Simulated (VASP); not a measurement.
# Al (P6_3/mmc) in VASP: a series of runs, part 2 of 2

VASP 6.6.1.

## (4) Relaxation of cell and atoms, LDA

This run uses another cell than the first one, of 15.90 Å³/atom.

Contents of INCAR:

```
SYSTEM = Al
PREC     = Accurate       ! precision mode
ENCUT    = 600            ! plane-wave cutoff, eV
EDIFF    = 1E-6           ! SCF threshold, eV
ISMEAR   = -1             ! smearing method
SIGMA    = 0.1            ! smearing width, eV
LREAL    = .False.        ! projectors in reciprocal space
LASPH    = .True.         ! aspherical terms in the spheres
NELM     = 100            ! most SCF steps
ALGO     = Normal         ! electronic algorithm
ISIF     = 3              ! what is computed and relaxed
LWAVE    = .False.        ! write WAVECAR
LCHARG   = .False.        ! write CHGCAR
IBRION   = 2              ! ionic algorithm
NSW      = 80             ! ionic steps
EDIFFG   = -0.01          ! ionic threshold
```

Contents of KPOINTS:

```
regular mesh
0
Gamma
  10 10 3
  0 0 0
```

Contents of POSCAR:

```
Al
1.0
    2.8270770000      0.0000000000      0.0000000000
   -1.4135385000      2.4483205005      0.0000000000
    0.0000000000      0.0000000000      9.1859930000
Al
4
Direct
    0.0000000000      0.0000000000      0.0000000000
    0.0000000000      0.0000000000      0.5000000000
    0.3333333333      0.6666666667      0.2500000000
    0.6666666667      0.3333333333      0.7500000000
```

Potentials or basis: VASP PAW LDA potentials, release 64 (Al).

Run with:

```
$ cat potpaw_LDA.64/Al/POTCAR > POTCAR
$ mpirun -np 1 vasp_std > vasp.out
```

OUTCAR:

```text
SYSTEM = Al
   PREC = Accurate
   ENCUT = 600
   EDIFF = 1E-6
   ISMEAR = -1
   LREAL = .False.
   LASPH = .True.
   NELM = 100
   ISIF = 3
   IBRION = 2
   NSW = 80
   EDIFFG = -0.01

 ion  position               nearest neighbor table
   1  0.000  0.000  0.000-   3 2.82   4 2.82   4 2.82   3 2.82   4 2.82   3 2.82
   2  0.000  0.000  0.500-   3 2.82   4 2.82   4 2.82   3 2.82   4 2.82   3 2.82
   3  0.333  0.667  0.250-   1 2.82   2 2.82   1 2.82   2 2.82   1 2.82   2 2.82
   4  0.667  0.333  0.750-   1 2.82   2 2.82   1 2.82   2 2.82   1 2.82   2 2.82

  LATTYP: Found a hexagonal cell.
 ALAT       =     2.8270770000
 C/A-ratio  =     3.2492899910

  Lattice vectors:

 A1 = (   2.8270770000,   0.0000000000,   0.0000000000)
 A2 = (  -1.4135385000,   2.4483205005,   0.0000000000)
 A3 = (   0.0000000000,   0.0000000000,   9.1859930000)

Analysis of symmetry for initial positions (statically):
=====================================================================
 Subroutine PRICEL returns:
 Original cell was already a primitive cell.

 Routine SETGRP: Setting up the symmetry group for a
 hexagonal supercell.

 Subroutine GETGRP returns: Found 24 space group operations
 (whereof 12 operations were pure point group operations)
 out of a pool of 24 trial point group operations.

The static configuration has the point symmetry D_3d.
 The point group associated with its full space group is D_6h.

Analysis of symmetry for dynamics (positions and initial velocities):
=====================================================================
 Subroutine PRICEL returns:
 Original cell was already a primitive cell.

 Routine SETGRP: Setting up the symmetry group for a
 hexagonal supercell.

 Subroutine GETGRP returns: Found 24 space group operations
 (whereof 12 operations were pure point group operations)
 out of a pool of 24 trial point group operations.

The dynamic configuration has the point symmetry D_3d.
 The point group associated with its full space group is D_6h.

 Subroutine INISYM returns: Found 24 space group operations
 (whereof 12 operations are pure point group operations),
[... 140 lines left out ...]

 number of electron      12.0000000 magnetization

 Free energy of the ion-electron system (eV)
  ---------------------------------------------------
  ext. energy  EPLUGINS =         0.00000000
  ---------------------------------------------------
  free energy    TOTEN  =       -16.76726382 eV

  energy without entropy =      -16.73057336  energy(sigma->0) =      -16.74891859

------------------------ aborting loop because EDIFF is reached ----------------------------------------

  FORCE on cell =-STRESS in cart. coord.  units (eV):
  Direction    XX          YY          ZZ          XY          YZ          ZX
  --------------------------------------------------------------------------------------
  -------------------------------------------------------------------------------------
  Total       -0.4504652     -0.4504652      0.6640952      0.0000000      0.0000000      0.0000000
  in kB      -11.3511478    -11.3511478     16.7343532      0.0000000      0.0000000      0.0000000
  external PRESSURE =      -1.9893141 kB  Pullay stress =       0.0000000 kB
[... 101 lines left out ...]
--------------------------------------- Ionic step        4  -------------------------------------------

 number of electron      12.0000000 magnetization

 Free energy of the ion-electron system (eV)
  ---------------------------------------------------
  ext. energy  EPLUGINS =         0.00000000
  ---------------------------------------------------
  free energy    TOTEN  =       -16.77264476 eV

  energy without entropy =      -16.73599058  energy(sigma->0) =      -16.75431767

 E-fermi :   8.2461     XC(G=0): -10.4899

 val. band max:        8.2044749716   @ k =   0.4000   0.2000   0.3333
 cond. band min:       8.3238978132   @ k =   0.4000   0.1000   0.0000
 fundamental gap:      0.1194228416
 Fermi energy:         8.2461409007

 k-point     1 :       0.0000    0.0000    0.0000
  band No.  band energies     occupation
      1      -3.1705      2.00000
      2      -1.4637      2.00000
      3      -1.4609      2.00000
      4       3.4481      2.00000
      5       3.6403      2.00000
      6      11.5281      0.00000
      7      11.5402      0.00000
      8      19.2078      0.00000
      9      19.2079      0.00000
     10      19.3745      0.00000
[... 287 lines left out ...]
 k-point    24 :       0.4000    0.1000    0.3333
  band No.  band energies     occupation
      1       2.1378      2.00000
      2       2.6827      2.00000
      3       4.4738      2.00000
      4       4.6361      2.00000
      5       5.3133      2.00000
      6       6.4375      2.00000
      7       7.3993      1.99958
      8       8.8508      0.00472
      9      10.6201      0.00000
     10      11.5480      0.00000

 [... further k-points ...]

------------------------ aborting loop because EDIFF is reached ----------------------------------------

  FORCE on cell =-STRESS in cart. coord.  units (eV):
  Direction    XX          YY          ZZ          XY          YZ          ZX
  --------------------------------------------------------------------------------------
  -------------------------------------------------------------------------------------
  Total       -0.0070480     -0.0070480     -0.0081162      0.0000000      0.0000000      0.0000000
  in kB       -0.1779195     -0.1779195     -0.2048841      0.0000000      0.0000000      0.0000000
  external PRESSURE =      -0.1869077 kB  Pullay stress =       0.0000000 kB
[... 19 lines left out ...]
  FREE ENERGIE OF THE ION-ELECTRON SYSTEM (eV)
  ---------------------------------------------------
  free  energy   TOTEN  =       -16.7726447628 eV

  energy  without entropy=      -16.7359905836  energy(sigma->0) =      -16.75431767

 reached required accuracy - stopping structural energy minimisation
```

OSZICAR:

```text
N       E                     dE             d eps       ncg     rms          rms(c)
DAV:   1     0.855605024121E+01    0.85561E+01   -0.46447E+03   560   0.104E+03
DAV:   2    -0.161293055633E+02   -0.24685E+02   -0.23520E+02   782   0.108E+02
DAV:   3    -0.168812677039E+02   -0.75196E+00   -0.70537E+00   756   0.161E+01
DAV:   4    -0.168888741656E+02   -0.76065E-02   -0.75640E-02   736   0.149E+00
[... 19 lines left out ...]
       N       E                     dE             d eps       ncg     rms          rms(c)
DAV:   1    -0.167726480033E+02   -0.20969E-04   -0.32117E-04   668   0.116E-01    0.141E-02
DAV:   2    -0.167726460674E+02    0.19360E-05   -0.21391E-06   698   0.110E-02    0.600E-03
DAV:   3    -0.167726449783E+02    0.10890E-05   -0.29576E-07   316   0.337E-03    0.219E-03
DAV:   4    -0.167726447628E+02    0.21550E-06   -0.13733E-07   304   0.229E-03
   4 F= -.16772645E+02 E0= -.16754318E+02  d E =-.184680E-04
```

Run time: 83 s. Hardware: 1 thread of Intel Xeon 8259CL, shared host; peak memory 0.17 GiB.

What came out:

```yaml
Free_energy: -16.7726 eV
Relaxed_volume: 15.87 Å³/atom
Relaxed_cell: a = 2.812 Å, b = 2.812 Å, c = 9.268 Å, α = 90.00°, β = 90.00°, γ = 120.00°
Space_group_after_relaxing_to_0.1_Å: P6_3/mmc (No. 194)
Energy_gained_by_relaxing: 1.3 meV/atom
Ionic_steps: 4
Pressure_after_relaxing: 0.0 GPa
Band_gap_on_the_k_mesh: zero (bands 6 and 7 overlap by 5.18 eV)
```

Step by step:
| step | energy change (eV) | largest force (eV/Å) | pressure (GPa) | volume (Å³) |
| --- | --- | --- | --- | --- |
| 1 | 0.0000 | 0.0000 | -0.20 | 63.58 |
| 2 | -0.0054 | 0.0000 | 0.07 | 63.40 |
| 3 | -0.0054 | 0.0000 | 0.09 | 63.39 |
| 4 | -0.0054 | 0.0000 | -0.02 | 63.47 |

Final structure:
```
CELL_PARAMETERS angstrom
2.81199 0.00000 0.00000
-1.40599 2.43525 0.00000
0.00000 0.00000 9.26823
ATOMIC_POSITIONS crystal
Al 0.00000 0.00000 0.00000
Al 0.00000 0.00000 0.50000
Al 0.33333 0.66667 0.25000
Al 0.66667 0.33333 0.75000
```

## (5) Relaxation of cell and atoms, PBEsol

This run uses another cell than the first one, of 15.90 Å³/atom.

Contents of INCAR:

```
SYSTEM = Al
ALGO     = Normal         ! electronic algorithm
EDIFF    = 1E-6           ! SCF threshold, eV
EDIFFG   = -0.01          ! ionic threshold
ENCUT    = 600            ! plane-wave cutoff, eV
GGA      = PS             ! functional
IBRION   = 2              ! ionic algorithm
ISIF     = 3              ! what is computed and relaxed
ISMEAR   = -1             ! smearing method
LASPH    = .TRUE.         ! aspherical terms in the spheres
LCHARG   = .FALSE.        ! write CHGCAR
LREAL    = .FALSE.        ! projectors in reciprocal space
LWAVE    = .FALSE.        ! write WAVECAR
NELM     = 100            ! most SCF steps
NSW      = 80             ! ionic steps
PREC     = Accurate       ! precision mode
SIGMA    = 0.1            ! smearing width, eV
```

Contents of KPOINTS:

```
k-points
0
G
  10 10 3
  0 0 0
```

POSCAR is that of step 4.

Potentials or basis: VASP PAW PBE potentials, release 64 (Al).

Run with:

```
$ cat potpaw_PBE.64/Al/POTCAR > POTCAR
$ mpirun -np 1 vasp_std > vasp.out
```

Wall time 1.8 min (1 thread of Intel Xeon 8259CL, shared host); peak memory 0.2 GiB.

Results (log left out):

```
Free energy                           : -16.3765 eV
Relaxed volume                        : 16.23 Å³/atom
Relaxed cell                          : a = 2.834 Å, b = 2.834 Å, c = 9.338 Å, α = 90.00°, β = 90.00°, γ = 120.00°
Space group after relaxing (to 0.1 Å) : P6_3/mmc (No. 194)
Energy gained by relaxing             : 3.2 meV/atom
Ionic steps                           : 4
Pressure after relaxing               : 0.0 GPa
Band gap on the k mesh                : zero (bands 6 and 7 overlap by 5.14 eV)
```

Step by step:
```csv
step,energy change (eV),largest force (eV/Å),pressure (GPa),volume (Å³)
1,0.0000,0.0000,1.83,63.58
2,-0.0122,0.0000,-0.40,65.26
3,-0.0125,0.0000,-0.15,65.06
4,-0.0127,0.0000,0.01,64.94
```

Final structure:
```
CELL_PARAMETERS angstrom
2.83375 0.00000 0.00000
-1.41688 2.45410 0.00000
0.00000 0.00000 9.33801
ATOMIC_POSITIONS crystal
Al 0.00000 0.00000 0.00000
Al 0.00000 0.00000 0.50000
Al 0.33333 0.66667 0.25000
Al 0.66667 0.33333 0.75000
```

Levels at points of the mesh, in eV from the Fermi level:
| k point | band 1 | band 2 | band 3 | band 4 | band 5 | band 6 | band 7 | band 8 | band 9 | band 10 |
| --- | --- | --- | --- | --- | --- | --- | --- | --- | --- | --- |
| (0.00, 0.00, 0.00) | -11.28 | -9.60 | -9.60 | -4.75 | -4.55 | 3.26 | 3.27 | 10.87 | 10.87 | 11.03 |
| (0.50, 0.00, 0.00) | -5.32 | -5.24 | -3.99 | -3.93 | -3.37 | -3.29 | 0.78 | 1.22 | 1.22 | 1.56 |

Caveat: the PAW data sets were made with another functional, which shifts forces and pressure a little.

## (6) Summary

| task | level | potentials or basis | cell | cutoff (eV) | gap on the mesh (eV) | pressure (GPa) | relaxed volume (Å³/atom) |
| --- | --- | --- | --- | --- | --- | --- | --- |
| single point | PBEsol | VASP PAW PBE potentials, release 64 (Al) | a = 2.833, b = 2.833, c = 9.334 Å, angles 90.0, 90.0, 120.0°, 4 atoms | 520 | none | 0.1 | - |
| relaxation of cell and atoms | PBEsol+D3(BJ) | VASP PAW PBE potentials, release 64 (Al) | relaxed from a = 2.827, b = 2.827, c = 9.186 Å, angles 90.0, 90.0, 120.0°, 4 atoms | 600 | none | 0.0 | 15.63 |
| relaxation of cell and atoms | LDA | VASP PAW LDA potentials, release 64 (Al) | relaxed from a = 2.827, b = 2.827, c = 9.186 Å, angles 90.0, 90.0, 120.0°, 4 atoms | 600 | none | 0.0 | 15.87 |
| relaxation of cell and atoms | PBEsol | VASP PAW PBE potentials, release 64 (Al) | relaxed from a = 2.827, b = 2.827, c = 9.186 Å, angles 90.0, 90.0, 120.0°, 4 atoms | 600 | none | 0.0 | 16.23 |

Alike in all rows: no spin polarisation; k mesh 10 × 10 × 3; smearing fermi-dirac 0.1 eV.

Caveats: the PAW data sets were made with another functional, which shifts forces and pressure a little (at least some runs).

Total energies depend on the potentials used, so only differences within one code and one set of settings carry meaning.
